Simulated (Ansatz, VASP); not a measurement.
**Be4Se3 in VASP and in Ansatz**

INCAR

```
PREC = Accurate
ENCUT = 600
EDIFF = 1E-7
ISMEAR = 0
SIGMA = 0.2
LREAL = F
LASPH = T
NELM = 100
ALGO = Normal
ISIF = 3
LWAVE = F
LCHARG = F
GGA = PE
IBRION = 2
NSW = 36
EDIFFG = -0.08
```

The input KPOINTS:

```
Automatic mesh
0
Gamma
  4 4 4
```

File POSCAR:

```
Be4Se3
1.0
    4.5156873200      0.0000000000      0.0000000000
    0.0000000000      4.5156873200      0.0000000000
    0.0000000000      0.0000000000      4.5156873200
Be Se
4 3
Direct
    0.5000000000      0.5000000000      0.5000000000
    0.5000000000      0.0000000000      0.0000000000
    0.0000000000      0.5000000000      0.0000000000
    0.0000000000      0.0000000000      0.5000000000
    0.5000000000      0.5000000000      0.0000000000
    0.0000000000      0.5000000000      0.5000000000
    0.5000000000      0.0000000000      0.5000000000
```

Input for Ansatz:

```yaml
crystal:
  lattice:
    - [4.51568732, 0.0, 0.0]
    - [0.0, 4.51568732, 0.0]
    - [0.0, 0.0, 4.51568732]
  atoms:
    - { symbol: Be, position: [0.5, 0.5, 0.5] }
    - { symbol: Be, position: [0.5, 0.0, 0.0] }
    - { symbol: Be, position: [0.0, 0.5, 0.0] }
    - { symbol: Be, position: [0.0, 0.0, 0.5] }
    - { symbol: Se, position: [0.5, 0.5, 0.0] }
    - { symbol: Se, position: [0.0, 0.5, 0.5] }
    - { symbol: Se, position: [0.5, 0.0, 0.5] }
basis:
  ecutwfc: 420
kpoints:
  mp_grid: { grid: [4, 4, 4] }
hamiltonian:
  xc: pbe
scf:
  occupations: { method: gaussian, width: 0.2 }
  lower_state_search: "off"
output:
  forces: true
  stress: true
  eigenvalues: true
relax:
  adjacent_minimum: "off"
  f_tol: 0.08
  max_steps: 16
  cell: { stress_tol: 0.8 }
```

Change from the starting cell: species swapped into the W3N4 type (Pm-3m, No. 221).

Alike in both runs: task relaxation of cell and atoms; functional PBE; k mesh 4 × 4 × 4; occupations gaussian, width 0.2 eV; no spin polarisation.

|  | VASP | Ansatz |
| --- | --- | --- |
| version | VASP 6.6.1 | Ansatz 0.2.0 |
| potentials or method | VASP PAW PBE potentials, release 64 (Be, Se), cutoff 600 eV | scalar-relativistic, plane waves, PAW |
| valence electrons in the cell | 26 | 56 |

Ansatz gave:

| Item | Value |
| --- | --- |
| gap on the k mesh at the Fermi level, each at its own relaxed structure (eV) | none |
| relaxed volume (Å³/atom) | 15.35 |
| relaxed cell length with the largest relative difference (Å) | 4.754 |

Problem. Which values does VASP return?

Solution. gap on the k mesh at the Fermi level, each at its own relaxed structure (eV): none; relaxed volume (Å³/atom): 15.50; relaxed cell length with the largest relative difference (Å): 4.770.

A gap of «none» marks a metal or a gap that the smearing closes. VASP's potentials hold 26 valence electrons a cell and Ansatz's 56, so a difference there can come from the potentials and not from the codes.

Noted on VASP's run: the volume moved by over 15 % at a fixed basis, so the end points are rough.
